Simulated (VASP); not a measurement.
# BeS in VASP: notebook, part 2 of 3

VASP 6.6.1. The steps go on from the part before.

## (3) Single point, HSE06

This run uses another cell than the first one, of 12.44 Å³/atom.

Contents of POSCAR:

```
BeS
1.0
    0.0000000000      2.3172971969      2.3172971969
    2.3172971969      0.0000000000      2.3172971969
    2.3172971969      2.3172971969      0.0000000000
Be S
1 1
Direct
    0.0000000000      0.0000000000      0.0000000000
    0.5000000000      0.5000000000      0.5000000000
```

Contents of INCAR.step1:

```
SYSTEM = BeS
PREC = Accurate
ENCUT = 520
EDIFF = 1E-5
ISMEAR = 0
SIGMA = 0.01
LREAL = .False.
LASPH = .True.
NELM = 100
ALGO = Normal
ISIF = 2
LWAVE = .True.
LCHARG = .False.
GGA = PE
NBANDS = 11
```

Contents of INCAR.step2:

```
SYSTEM = BeS
PREC = Accurate
ENCUT = 520
EDIFF = 1E-6
ISMEAR = 0
SIGMA = 0.01
LREAL = .False.
LASPH = .True.
NELM = 100
ALGO = Normal
ISIF = 2
LWAVE = .False.
LCHARG = .False.
GGA = PE
LHFCALC = .True.
HFSCREEN = 0.2079
PRECFOCK = Normal
ISTART = 1
NBANDS = 11
```

Contents of KPOINTS:

```
Automatic mesh
0
Gamma
  6 6 6
  0 0 0
```

Potentials or basis: VASP PAW PBE potentials, release 64 (Be, S).

Started as:

```bash
cat potpaw_PBE.64/Be/POTCAR potpaw_PBE.64/S/POTCAR > POTCAR
cp INCAR.step1 INCAR
mpirun -np 1 vasp_std > vasp.out
cp INCAR.step2 INCAR
mpirun -np 1 vasp_std > vasp.out
```

OUTCAR:

```text
SYSTEM = BeS
   PREC = Accurate
   ENCUT = 520
   EDIFF = 1E-6
   ISMEAR = 0
   LREAL = .False.
   LASPH = .True.
   NELM = 100
   ISIF = 2
   GGA = PE
   LHFCALC = .True.
   HFSCREEN = 0.2079
   PRECFOCK = Normal
   ISTART = 1

 ion  position               nearest neighbor table
   1  0.000  0.000  0.000-   2 2.32   2 2.32   2 2.32   2 2.32   2 2.32   2 2.32
   2  0.500  0.500  0.500-   1 2.32   1 2.32   1 2.32   1 2.32   1 2.32   1 2.32

  LATTYP: Found a face centered cubic cell.
 ALAT       =     4.6345943938

  Lattice vectors:

 A1 = (   0.0000000000,   2.3172971969,   2.3172971969)
 A2 = (   2.3172971969,   0.0000000000,   2.3172971969)
 A3 = (   2.3172971969,   2.3172971969,   0.0000000000)

Analysis of symmetry for initial positions (statically):
=====================================================================
 Subroutine PRICEL returns:
 Original cell was already a primitive cell.

 Routine SETGRP: Setting up the symmetry group for a
 face centered cubic supercell.

 Subroutine GETGRP returns: Found 48 space group operations
 (whereof 48 operations were pure point group operations)
 out of a pool of 48 trial point group operations.

The static configuration has the point symmetry O_h .

Analysis of symmetry for dynamics (positions and initial velocities):
=====================================================================
 Subroutine PRICEL returns:
 Original cell was already a primitive cell.

 Routine SETGRP: Setting up the symmetry group for a
 face centered cubic supercell.

 Subroutine GETGRP returns: Found 48 space group operations
 (whereof 48 operations were pure point group operations)
 out of a pool of 48 trial point group operations.

The dynamic configuration has the point symmetry O_h .

 Subroutine INISYM returns: Found 48 space group operations
 (whereof 48 operations are pure point group operations),
 and found     1 'primitive' translations

----------------------------------------------------------------------------------------

                                     Primitive cell

  volume of cell :      24.8872

  direct lattice vectors                    reciprocal lattice vectors
     0.000000000  2.317297197  2.317297197    -0.215768612  0.215768612  0.215768612
     2.317297197  0.000000000  2.317297197     0.215768612 -0.215768612  0.215768612
     2.317297197  2.317297197  0.000000000     0.215768612  0.215768612 -0.215768612

  length of vectors
     3.277153124  3.277153124  3.277153124     0.373722199  0.373722199  0.373722199

  position of ions in fractional coordinates (direct lattice)
     0.000000000  0.000000000  0.000000000
     0.500000000  0.500000000  0.500000000

  ion indices of the primitive-cell ions
   primitive index   ion index
                 1           1
                 2           2

----------------------------------------------------------------------------------------

 KPOINTS: Automatic mesh

Automatic generation of k-mesh.
 Grid dimensions read from file:
 generate k-points for:    6    6    6

 Generating k-lattice:

[... 38 lines left out ...]
   dimension x,y,z NGXF=    48 NGYF=   48 NGZF=   48
   ions per type =               1   1
   NGX,Y,Z   is equivalent  to a cutoff of  12.17, 12.17, 12.17 a.u.
   NGXF,Y,Z  is equivalent  to a cutoff of  24.35, 24.35, 24.35 a.u.
 SYSTEM =  BeS
   PREC   = accura    normal or accurate (medium, high low for compatibility)
   ISTART =      1    job   : 0-new  1-cont  2-samecut
   ICHARG =      0    charge: 1-file 2-atom 10-const
   ISPIN  =      1    spin polarized calculation?
   LNONCOLLINEAR =      F non collinear calculations
   LSORBIT =      F    spin-orbit coupling
   LASPH  =      T    aspherical Exc in radial PAW
   ENCUT  =  520.0 eV  38.22 Ry    6.18 a.u.   6.09  6.09  6.09*2*pi/ulx,y,z
   NELM   =    100;   NELMIN=  2; NELMDL=  0     # of ELM steps
   EDIFF  = 0.1E-05   stopping-criterion for ELM
   LREAL  =      F    real-space projection
   EDIFFG = 0.1E-04   stopping-criterion for IOM
   NSW    =      0    number of steps for IOM
   IBRION =     -1    ionic relax: 0-MD 1-quasi-New 2-CG
   NFREE  =      0    steps in history (QN), initial steepest desc. (CG)
   ISIF   =      2    stress and relaxation
   ISYM   =      3    0-nonsym 1-usesym 2-fastsym
   POTIM  = 0.5000    time-step for ionic-motion
   TEBEG  =    0.0;   TEEND  =   0.0 temperature during run
   PSTRESS=    0.0 pullay stress
   NELECT =       8.0000    total number of electrons
   NUPDOWN=      -1.0000    fix difference up-down
   EMIN   =  10.00;   EMAX   =-10.00  energy-range for DOS
   EFERMI =   0.00;   METHOD = LEGACY
   ISMEAR =     0;   SIGMA  =   0.01  broadening in eV -4-tet -1-fermi 0-gaus
   EFERMI_NEDOS =   21; number of points for ismear=-14 and -15
   IALGO  =     38    algorithm
   IMIX   =      1    mixing-type and parameters
     AMIX     =   0.40;   BMIX     =  1.00
     AMIX_MAG =   1.60;   BMIX_MAG =  1.00
  volume/ion in A,a.u.               =      12.44        83.97
  Fermi-wavevector in a.u.,A,eV,Ry     =   1.121450  2.119232 17.111356  1.257649
  Thomas-Fermi vector in A             =   2.258103
   LORBIT       =      0    0 simple, 1 ext, 2 COOP (PROOUT), +10 PAW based schemes
   GGA     = PE    functional components
   LHFCALC =     T    Hartree Fock is set to
   PRECFOCK=normal    Normal, Fast or Accurate (Low or Medium for compatibility)
   ENCUT4O =  -1.0   cutoff for four orbital integrals eV
   NKREDX  =     1    reduce k-point grid by
   NKREDY  =     1    reduce k-point grid by
   NKREDZ  =     1    reduce k-point grid by
   AEXX    =    0.2500 exact exchange contribution
   HFSCREEN=    0.2079 screening length (either q_TF or 0.3 A-1)
   HFSCREENC=   0.2079 screening length for correlation (either q_TF or 0.3 A-1)
   ENCUTFOCK=  -1.0 apply spherical cutoff to Coloumb kernel
   IVDW    =     0    specifies the selected vdW correction
   LEPSILON=     F    determine dielectric tensor
   LRPA    =     F    only Hartree local field effects (RPA)
 non-spin polarized calculation
 Gauss-broadening in eV      SIGMA  =   0.01
  energy-cutoff  :      520.00
  volume of cell :       24.89
 maximum number of plane-waves:       692
  NGX = 20; NGY = 20; NGZ = 20

 number of electron       7.9999998 magnetization

 Free energy of the ion-electron system (eV)
  ---------------------------------------------------
  ext. energy  EPLUGINS =         0.00000000
  ---------------------------------------------------
  free energy    TOTEN  =       -10.16805874 eV

  energy without entropy =      -10.16805874  energy(sigma->0) =      -10.16805874

 E-fermi :   6.1177     XC(G=0):  -8.7676

 val. band max:        6.0661058093   @ k =  -0.1667   0.1667   0.0000
 cond. band min:       7.8077194051   @ k =   0.5000   0.5000   0.0000
 fundamental gap:      1.7416135958
 Fermi energy:         6.1176808786

 k-point     1 :       0.0000    0.0000    0.0000
  band No.  band energies     occupation
      1     -10.5669      2.00000
      2       5.7483      2.00000
      3       5.7483      2.00000
      4       5.7483      2.00000
      5      12.5043      0.00000
      6      16.0141      0.00000
      7      16.0141      0.00000
      8      16.0141      0.00000
      9      17.1136      0.00000
     10      17.1136      0.00000
     11      17.1136      0.00000
[... 197 lines left out ...]
 k-point    16 :      -0.3333    0.5000    0.1667
  band No.  band energies     occupation
      1      -6.9092      2.00000
      2      -0.6687      2.00000
      3       1.1701      2.00000
      4       1.9730      2.00000
      5      10.1184      0.00000
      6      14.0231      0.00000
      7      15.0103      0.00000
      8      19.1208      0.00000
      9      20.1058      0.00000
     10      22.2938      0.00000
     11      25.9487      0.00000

------------------------ aborting loop because EDIFF is reached ----------------------------------------

  FORCE on cell =-STRESS in cart. coord.  units (eV):
  Direction    XX          YY          ZZ          XY          YZ          ZX
  --------------------------------------------------------------------------------------
  -------------------------------------------------------------------------------------
  Total       -0.3064140     -0.3064140     -0.3064140     -0.0000000     -0.0000000     -0.0000000
  in kB      -19.7262230    -19.7262230    -19.7262230     -0.0000000     -0.0000000     -0.0000000
  external PRESSURE =     -19.7262230 kB  Pullay stress =       0.0000000 kB

 VOLUME and BASIS-vectors are now :
 -----------------------------------------------------------------------------
  energy-cutoff  :      520.00
  volume of cell :       24.89
      direct lattice vectors                 reciprocal lattice vectors
     0.000000000  2.317297197  2.317297197    -0.215768612  0.215768612  0.215768612
     2.317297197  0.000000000  2.317297197     0.215768612 -0.215768612  0.215768612
     2.317297197  2.317297197  0.000000000     0.215768612  0.215768612 -0.215768612

 POSITION                                       TOTAL-FORCE (eV/Angst)
 -----------------------------------------------------------------------------------
      0.00000      0.00000      0.00000         0.000000     -0.000000      0.000000
      2.31730      2.31730      2.31730        -0.000000      0.000000     -0.000000
 -----------------------------------------------------------------------------------
    total drift:                                0.000001      0.000002      0.000002

  FREE ENERGIE OF THE ION-ELECTRON SYSTEM (eV)
  ---------------------------------------------------
  free  energy   TOTEN  =       -10.1680587413 eV

  energy  without entropy=      -10.1680587413  energy(sigma->0) =      -10.16805874
```

It took 4.2 min on 1 thread of Intel Xeon 6975P-C (Granite Rapids), shared host; peak memory 0.24 GiB.

Results:

* Free energy: -10.1681 eV
* Pressure: -2.0 GPa
* Band gap on the k mesh: 1.74 eV (least direct gap 5.20 eV)

Caveat: the PAW data sets were made with another functional, which shifts forces and pressure a little. A k mesh can miss the band edges.

(Continued in part 3 of 3.)
